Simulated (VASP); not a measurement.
# GdSi3 (Pm-3m) in VASP: further runs

The runs below take GdSi3 through single point, with PBE.

Program: VASP 6.6.1. These are calculated values, not measurements. Logs are shortened: lines on timing, memory, paths and dates and some standing lists are left out, and cuts for length are marked.

## 1. The cell of the first run

The structure is cubic, space group Pm-3m (No. 221). The conventional cell has a = 4.143 Å, b = 4.143 Å, c = 4.143 Å, α = 90.00°, β = 90.00°, γ = 90.00°. Within 3.9 Å of Gd (site symmetry m-3m) lie 12 Si at 2.93 Å. Si (site symmetry 4/mmm) has 4 Gd at 2.93 Å and 8 Si at 2.93 Å within 3.9 Å.

## 2. Single point, PBE, collinear spin, ferromagnetic start (17.78 Å³/atom)

INCAR

```
SYSTEM = GdSi3
PREC = Accurate
ENCUT = 520
EDIFF = 1E-6
ISMEAR = 0
SIGMA = 0.05
LREAL = .FALSE.
LASPH = .TRUE.
NELM = 150
ALGO = Normal
ISIF = 2
LWAVE = .FALSE.
LCHARG = .FALSE.
ISPIN = 2
MAGMOM = 7.49 0 0 0
LORBIT = 11
LMAXMIX = 6
GGA = PE
NBANDS = 27
```

KPOINTS

```
regular mesh
0
G
  8 8 8
  0 0 0
```

POSCAR

```
GdSi3
1.0
    4.1427870203      0.0000000000      0.0000000000
    0.0000000000      4.1427870203      0.0000000000
    0.0000000000      0.0000000000      4.1427870203
Gd Si
1 3
Direct
    0.0000000000      0.0000000000      0.0000000000
    0.0000000000      0.5000000000      0.5000000000
    0.5000000000      0.5000000000      0.0000000000
    0.5000000000      0.0000000000      0.5000000000
```

Potentials or basis: VASP PAW PBE potentials, release 64 (Gd, Si).

Run with:

```sh
$ cat potpaw_PBE.64/Gd/POTCAR potpaw_PBE.64/Si/POTCAR > POTCAR
$ mpirun -np 1 vasp_std > vasp.out
```

OUTCAR:

```text
SYSTEM = GdSi3
   PREC = Accurate
   ENCUT = 520
   EDIFF = 1E-6
   ISMEAR = 0
   LREAL = .FALSE.
   LASPH = .TRUE.
   NELM = 150
   ISIF = 2
   ISPIN = 2
   LORBIT = 11
   GGA = PE

 ion  position               nearest neighbor table
   1  0.000  0.000  0.000-   2 2.93   3 2.93   4 2.93   2 2.93   4 2.93   2 2.93   3 2.93   2 2.93
                             3 2.93   4 2.93   4 2.93   3 2.93
   2  0.000  0.500  0.500-   1 2.93   3 2.93   4 2.93   1 2.93   3 2.93   1 2.93   4 2.93   1 2.93
                             3 2.93   4 2.93   3 2.93   4 2.93
   3  0.500  0.500  0.000-   1 2.93   2 2.93   4 2.93   2 2.93   4 2.93   1 2.93   4 2.93   4 2.93
                             1 2.93   2 2.93   2 2.93   1 2.93
   4  0.500  0.000  0.500-   1 2.93   2 2.93   3 2.93   1 2.93   3 2.93   2 2.93   3 2.93   3 2.93
                             1 2.93   2 2.93   1 2.93   2 2.93

  LATTYP: Found a simple cubic cell.
 ALAT       =     4.1427870203

  Lattice vectors:

 A1 = (   4.1427870203,   0.0000000000,   0.0000000000)
 A2 = (   0.0000000000,   4.1427870203,   0.0000000000)
 A3 = (   0.0000000000,   0.0000000000,   4.1427870203)

Analysis of symmetry for initial positions (statically):
=====================================================================
 Subroutine PRICEL returns:
 Original cell was already a primitive cell.

 Routine SETGRP: Setting up the symmetry group for a
 simple cubic supercell.

 Subroutine GETGRP returns: Found 48 space group operations
 (whereof 48 operations were pure point group operations)
 out of a pool of 48 trial point group operations.

The static configuration has the point symmetry O_h .

Analysis of symmetry for dynamics (positions and initial velocities):
=====================================================================
 Subroutine PRICEL returns:
 Original cell was already a primitive cell.

 Routine SETGRP: Setting up the symmetry group for a
 simple cubic supercell.

 Subroutine GETGRP returns: Found 48 space group operations
 (whereof 48 operations were pure point group operations)
 out of a pool of 48 trial point group operations.

The dynamic configuration has the point symmetry O_h .

Analysis of structural, dynamic, and magnetic symmetry:
=====================================================================
 Subroutine PRICEL returns:
 Original cell was already a primitive cell.

 Routine SETGRP: Setting up the symmetry group for a
 simple cubic supercell.

 Subroutine GETGRP returns: Found 48 space group operations
 (whereof 48 operations were pure point group operations)
 out of a pool of 48 trial point group operations.

The overall configuration has the point symmetry O_h .

 Subroutine INISYM returns: Found 48 space group operations
 (whereof 48 operations are pure point group operations),
 and found     1 'primitive' translations

----------------------------------------------------------------------------------------

                                     Primitive cell

  volume of cell :      71.1013

  direct lattice vectors                    reciprocal lattice vectors
     4.142787020  0.000000000  0.000000000     0.241383396  0.000000000  0.000000000
     0.000000000  4.142787020  0.000000000     0.000000000  0.241383396  0.000000000
     0.000000000  0.000000000  4.142787020     0.000000000  0.000000000  0.241383396

  length of vectors
     4.142787020  4.142787020  4.142787020     0.241383396  0.241383396  0.241383396

  position of ions in fractional coordinates (direct lattice)
     0.000000000  0.000000000  0.000000000
     0.000000000  0.500000000  0.500000000
     0.500000000  0.500000000  0.000000000
     0.500000000  0.000000000  0.500000000

  ion indices of the primitive-cell ions
   primitive index   ion index
                 1           1
                 2           2
                 3           3
                 4           4

----------------------------------------------------------------------------------------

 KPOINTS: regular mesh

Automatic generation of k-mesh.
 Grid dimensions read from file:
 generate k-points for:    8    8    8

 Generating k-lattice:

  Cartesian coordinates                     Fractional coordinates (reciprocal lattice)
     0.030172925  0.000000000  0.000000000     0.125000000  0.000000000  0.000000000
     0.000000000  0.030172925  0.000000000     0.000000000  0.125000000  0.000000000
     0.000000000  0.000000000  0.030172925     0.000000000  0.000000000  0.125000000

  Length of vectors
     0.030172925  0.030172925  0.030172925

  Shift w.r.t. Gamma in fractional coordinates (k-lattice)
     0.000000000  0.000000000  0.000000000

 Subroutine IBZKPT returns following result:
 ===========================================

 Found     35 irreducible k-points:

 Following reciprocal coordinates:
            Coordinates               Weight
  0.000000  0.000000  0.000000      1.000000
  0.125000  0.000000  0.000000      6.000000
  0.250000  0.000000  0.000000      6.000000
  0.375000  0.000000  0.000000      6.000000
  0.500000  0.000000  0.000000      3.000000
  0.125000  0.125000  0.000000     12.000000
[... 16 lines left out ...]
  0.375000  0.375000  0.125000     24.000000
  0.500000  0.375000  0.125000     24.000000
 [... further k-points ...]
   k-points           NKPTS =     35   k-points in BZ     NKDIM =     35   number of bands    NBANDS=     27
   number of dos      NEDOS =    301   number of ions     NIONS =      4
   total plane-waves  NPLWV =  32768
   dimension x,y,z NGX =    32 NGY =   32 NGZ =   32
   dimension x,y,z NGXF=    64 NGYF=   64 NGZF=   64
   ions per type =               1   3
   NGX,Y,Z   is equivalent  to a cutoff of  12.84, 12.84, 12.84 a.u.
   NGXF,Y,Z  is equivalent  to a cutoff of  25.68, 25.68, 25.68 a.u.
 SYSTEM =  GdSi3
   PREC   = accura    normal or accurate (medium, high low for compatibility)
   ISTART =      0    job   : 0-new  1-cont  2-samecut
   ICHARG =      2    charge: 1-file 2-atom 10-const
   ISPIN  =      2    spin polarized calculation?
   LNONCOLLINEAR =      F non collinear calculations
   LSORBIT =      F    spin-orbit coupling
   LASPH  =      T    aspherical Exc in radial PAW
   ENCUT  =  520.0 eV  38.22 Ry    6.18 a.u.   7.70  7.70  7.70*2*pi/ulx,y,z
   NELM   =    150;   NELMIN=  2; NELMDL= -5     # of ELM steps
   EDIFF  = 0.1E-05   stopping-criterion for ELM
   LREAL  =      F    real-space projection
   EDIFFG = 0.1E-04   stopping-criterion for IOM
   NSW    =      0    number of steps for IOM
   IBRION =     -1    ionic relax: 0-MD 1-quasi-New 2-CG
   NFREE  =      0    steps in history (QN), initial steepest desc. (CG)
   ISIF   =      2    stress and relaxation
   ISYM   =      2    0-nonsym 1-usesym 2-fastsym
   POTIM  = 0.5000    time-step for ionic-motion
   TEBEG  =    0.0;   TEEND  =   0.0 temperature during run
   PSTRESS=    0.0 pullay stress
   NELECT =      30.0000    total number of electrons
   NUPDOWN=      -1.0000    fix difference up-down
   EMIN   =  10.00;   EMAX   =-10.00  energy-range for DOS
   EFERMI =   0.00;   METHOD = LEGACY
   ISMEAR =     0;   SIGMA  =   0.05  broadening in eV -4-tet -1-fermi 0-gaus
   EFERMI_NEDOS =   21; number of points for ismear=-14 and -15
   IALGO  =     38    algorithm
   IMIX   =      4    mixing-type and parameters
     AMIX     =   0.40;   BMIX     =  1.00
     AMIX_MAG =   1.60;   BMIX_MAG =  1.00
  volume/ion in A,a.u.               =      17.78       119.95
  Fermi-wavevector in a.u.,A,eV,Ry     =   1.227880  2.320357 20.513363  1.507690
  Thomas-Fermi vector in A             =   2.362827
   LORBIT       =     11    0 simple, 1 ext, 2 COOP (PROOUT), +10 PAW based schemes
   GGA     = PE    functional components
   LHFCALC =     F    Hartree Fock is set to
   AEXX    =    0.0000 exact exchange contribution
   IVDW    =     0    specifies the selected vdW correction
   LEPSILON=     F    determine dielectric tensor
   LRPA    =     F    only Hartree local field effects (RPA)
 spin polarized calculation
 Gauss-broadening in eV      SIGMA  =   0.05
  energy-cutoff  :      520.00
  volume of cell :       71.10
 maximum number of plane-waves:      1936
 NGX is ok and might be reduce to    32
   NGX = 15   NGY = 15   NGZ = 15

 number of electron      30.0000011 magnetization       6.6521046

 Free energy of the ion-electron system (eV)
  ---------------------------------------------------
  ext. energy  EPLUGINS =         0.00000000
  ---------------------------------------------------
  free energy    TOTEN  =       -28.89810648 eV

  energy without entropy =      -28.89541715  energy(sigma->0) =      -28.89676181

 E-fermi :   7.4754     XC(G=0): -11.0781

 val. band max:        7.4274159379   @ k =   0.5000   0.3750   0.0000
 cond. band min:       7.4770475302   @ k =   0.3750   0.1250   0.1250
 fundamental gap:      0.0496315923
 Fermi energy:         7.4753862345

 spin component 1

 k-point     1 :       0.0000    0.0000    0.0000
  band No.  band energies     occupation
      1     -36.9195      1.00000
      2     -14.4456      1.00000
      3     -14.4456      1.00000
      4     -14.4456      1.00000
      5      -4.3504      1.00000
      6       2.0410      1.00000
[... 19 lines left out ...]
     26      10.5205      0.00000
     27      13.5626      0.00000

 k-point     2 :       0.1250    0.0000    0.0000
  band No.  band energies     occupation
      1     -36.9189      1.00000
      2     -14.4729      1.00000
      3     -14.4430      1.00000
      4     -14.4430      1.00000
      5      -4.1913      1.00000
      6       1.4736      1.00000
[... 652 lines left out ...]
 k-point    24 :       0.5000    0.3750    0.1250
  band No.  band energies     occupation
      1     -36.9110      1.00000
      2     -14.5920      1.00000
      3     -14.5637      1.00000
      4     -14.4362      1.00000
      5      -1.6382      1.00000
      6      -0.4205      1.00000
[... 19 lines left out ...]
     26      13.0691      0.00000
     27      15.1015      0.00000

 [... further k-points ...]

 spin component 2

 k-point     1 :       0.0000    0.0000    0.0000
  band No.  band energies     occupation
      1     -33.8725      1.00000
      2     -12.3532      1.00000
      3     -12.3532      1.00000
      4     -12.3532      1.00000
      5      -4.3491      1.00000
      6       2.0506      1.00000
[... 19 lines left out ...]
     26      10.8492      0.00000
     27      13.6059      0.00000

 k-point     2 :       0.1250    0.0000    0.0000
  band No.  band energies     occupation
      1     -33.8716      1.00000
      2     -12.3944      1.00000
      3     -12.3493      1.00000
      4     -12.3493      1.00000
      5      -4.1801      1.00000
      6       1.5062      1.00000
[... 652 lines left out ...]
 k-point    24 :       0.5000    0.3750    0.1250
  band No.  band energies     occupation
      1     -33.8603      1.00000
      2     -12.5634      1.00000
      3     -12.5220      1.00000
      4     -12.3379      1.00000
      5      -1.6256      1.00000
      6      -0.3455      1.00000
[... 19 lines left out ...]
     26      13.4699      0.00000
     27      15.5445      0.00000

 [... further k-points ...]

------------------------ aborting loop because EDIFF is reached ----------------------------------------

  FORCE on cell =-STRESS in cart. coord.  units (eV):
  Direction    XX          YY          ZZ          XY          YZ          ZX
  --------------------------------------------------------------------------------------
  -------------------------------------------------------------------------------------
  Total        0.0315917      0.0315917      0.0315917      0.0000000      0.0000000     -0.0000000
  in kB        0.7118776      0.7118776      0.7118776      0.0000000      0.0000000     -0.0000000
  external PRESSURE =       0.7118776 kB  Pullay stress =       0.0000000 kB

 VOLUME and BASIS-vectors are now :
 -----------------------------------------------------------------------------
  energy-cutoff  :      520.00
  volume of cell :       71.10
      direct lattice vectors                 reciprocal lattice vectors
     4.142787020  0.000000000  0.000000000     0.241383396  0.000000000  0.000000000
     0.000000000  4.142787020  0.000000000     0.000000000  0.241383396  0.000000000
     0.000000000  0.000000000  4.142787020     0.000000000  0.000000000  0.241383396

 POSITION                                       TOTAL-FORCE (eV/Angst)
 -----------------------------------------------------------------------------------
      0.00000      0.00000      0.00000         0.000000      0.000000      0.000000
      0.00000      2.07139      2.07139         0.000000      0.000000      0.000000
      2.07139      2.07139      0.00000         0.000000      0.000000      0.000000
      2.07139      0.00000      2.07139         0.000000      0.000000      0.000000
 -----------------------------------------------------------------------------------
    total drift:                               -0.000000      0.000000      0.000000

  FREE ENERGIE OF THE ION-ELECTRON SYSTEM (eV)
  ---------------------------------------------------
  free  energy   TOTEN  =       -28.8981064753 eV

  energy  without entropy=      -28.8954171507  energy(sigma->0) =      -28.89676181

 total charge

# of ion       s       p       d       f       tot
--------------------------------------------------
    1        2.029   5.608   0.672   7.053  15.362
    2        0.827   0.748   0.000   0.000   1.575
    3        0.827   0.748   0.000   0.000   1.575
    4        0.827   0.748   0.000   0.000   1.575
--------------------------------------------------
tot          4.509   7.852   0.672   7.053  20.086

 magnetization (x)

# of ion       s       p       d       f       tot
--------------------------------------------------
    1       -0.005  -0.079   0.057   6.686   6.659
    2       -0.006  -0.023   0.000   0.000  -0.029
    3       -0.006  -0.023   0.000   0.000  -0.029
    4       -0.006  -0.023   0.000   0.000  -0.029
--------------------------------------------------
tot         -0.023  -0.148   0.057   6.686   6.572
```

Wall time 3.9 min (1 thread of AMD EPYC 9R45 (Zen 5), shared host); peak memory 0.25 GiB.

What came out:

- Free energy: -28.8981 eV
- Pressure: 0.1 GPa
- Net moment: 6.65 μB per cell
- Site moments: Gd +6.66; Si -0.03 μB
- Valence electrons inside the program's atomic spheres: Gd 15.36; Si 1.57

Levels at points of the mesh, in eV from the Fermi level:
Spin up:
```
           k point  band 15  band 16  band 17  band 18  band 19  band 20  band 21  band 22
(0.00, 0.00, 0.00)    -2.89    -2.89    -2.89     1.24     1.24     1.24     1.42     2.31
(0.50, 0.00, 0.00)    -3.47    -3.05    -2.88    -0.11    -0.11     0.58     1.10     1.86
(0.50, 0.50, 0.00)    -3.87    -2.14    -2.14    -0.64    -0.51     1.21     1.21     2.70
(0.50, 0.50, 0.50)    -3.76    -3.41    -3.41    -3.41     1.65     3.72     3.72     5.19
```
Spin down:
```tsv
k point	band 7	band 8	band 9	band 10	band 11	band 12	band 13	band 14	band 15	band 16
(0.00, 0.00, 0.00)	-5.42	-3.17	-3.17	-3.17	0.49	0.49	0.49	1.33	1.49	1.49
(0.50, 0.00, 0.00)	-4.00	-3.40	-3.40	-2.74	-0.54	-0.54	0.22	1.23	1.28	1.31
(0.50, 0.50, 0.00)	-7.46	-5.32	-1.99	-1.99	-0.90	-0.65	0.29	0.29	1.25	1.25
(0.50, 0.50, 0.50)	-7.75	-5.92	-3.30	-3.30	-3.30	1.18	1.18	1.18	1.31	1.31
```

Caveat: spin-orbit coupling is left out, which moves the levels of the heavy elements; semilocal functionals describe open f shells poorly, which spoils levels, moments and volumes.

(Part 1 of 2 ends here.)
